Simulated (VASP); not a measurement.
Runs of VASP 6.6.1 on InSe. The structure is that of space group P-6m2 (No. 187), or close to it. The cells are those of the table. 

```tsv
level	potentials or basis	cell	k mesh	smearing	gap on the mesh (eV)	pressure (GPa)	largest force (eV/Å)
revPBE+D3(BJ)	VASP PAW PBE potentials, release 64 (In_d, Se)	a = 4.019, b = 4.019, c = 16.403 Å, angles 90.0, 90.0, 120.0°, 8 atoms	8 × 8 × 2	fermi-dirac 0.05 eV	0.37	0.1	0.02
LDA	VASP PAW LDA potentials, release 64 (In_d, Se)	a = 3.973, b = 3.973, c = 16.271 Å, angles 90.0, 90.0, 120.0°, 8 atoms	8 × 8 × 2	fermi-dirac 0.05 eV	0.19	0.1	(a)
RPBE+D4	VASP PAW PBE potentials, release 64 (In_d, Se)	a = 4.020, b = 4.020, c = 16.349 Å, angles 90.0, 90.0, 120.0°, 8 atoms	8 × 8 × 2	fermi-dirac 0.05 eV	(d)	0.0	0.01
PBEsol	VASP PAW PBE potentials, release 64 (In_d, Se)	a = 3.966, b = 3.966, c = 18.052 Å, angles 90.0, 90.0, 120.0°, 8 atoms	7 × 7 × 2	fermi-dirac 0.05 eV	0.87	1.3	0.41
PBE	VASP PAW PBE potentials, release 64 (In_d, Se)	a = 4.047, b = 4.047, c = 18.413 Å, angles 90.0, 90.0, 120.0°, 8 atoms	6 × 6 × 2	fermi-dirac 0.05 eV	0.79	0.6	0.21
PBEsol	VASP PAW PBE potentials, release 64 (In_d, Se)	a = 4.009, b = 4.009, c = 16.863 Å, angles 90.0, 90.0, 120.0°, 8 atoms	8 × 8 × 2	fermi-dirac 0.05 eV	0.36	0.1	0.02
PBE	VASP PAW PBE potentials, release 64 (In_d, Se)	a = 4.047, b = 4.047, c = 18.052 Å, angles 90.0, 90.0, 120.0°, 8 atoms	6 × 6 × 2	fermi-dirac 0.05 eV	0.72	1.5	0.25
revPBE+D4	VASP PAW PBE potentials, release 64 (In_d, Se)	a = 4.026, b = 4.026, c = 16.446 Å, angles 90.0, 90.0, 120.0°, 8 atoms	8 × 8 × 2	fermi-dirac 0.05 eV	0.37	0.1	0.01
LDA	VASP PAW LDA potentials, release 64 (In_d, Se)	a = 4.047, b = 4.047, c = 18.052 Å, angles 90.0, 90.0, 120.0°, 8 atoms	8 × 8 × 2	fermi-dirac 0.05 eV	0.51	-2.2	0.13
PBEsol	VASP PAW PBE potentials, release 64 (In_d, Se)	a = 4.047, b = 4.047, c = 18.052 Å, angles 90.0, 90.0, 120.0°, 8 atoms	8 × 8 × 2	fermi-dirac 0.05 eV	(c)	-0.7	(b)
PBEsol	VASP PAW PBE potentials, release 64 (In_d, Se)	a = 4.007, b = 4.007, c = 18.052 Å, angles 90.0, 90.0, 120.0°, 8 atoms	7 × 7 × 2	fermi-dirac 0.05 eV	0.75	0.2	0.24
PBE	VASP PAW PBE potentials, release 64 (In_d, Se)	a = 4.047, b = 4.047, c = 18.052 Å, angles 90.0, 90.0, 120.0°, 8 atoms	8 × 8 × 2	gaussian 0.011 eV	0.72	1.4	0.25
```

Alike in all rows: task single point; no spin polarisation; cutoff (eV) 520.

**Question.** Fill in the values left out.

**Answer.** (a) 0.03; (b) 0.08; (c) 0.63; (d) 0.40.

Caveats: spin-orbit coupling is left out, which moves the levels of the heavy elements; the PAW data sets were made with another functional, which shifts forces and pressure a little (some runs); this functional lacks dispersion, which binds the layers, so the pressure and a relaxed spacing across them are unreliable (some runs).

A k mesh can miss the band edges, and the runs leave out spin-orbit coupling on In, Se.
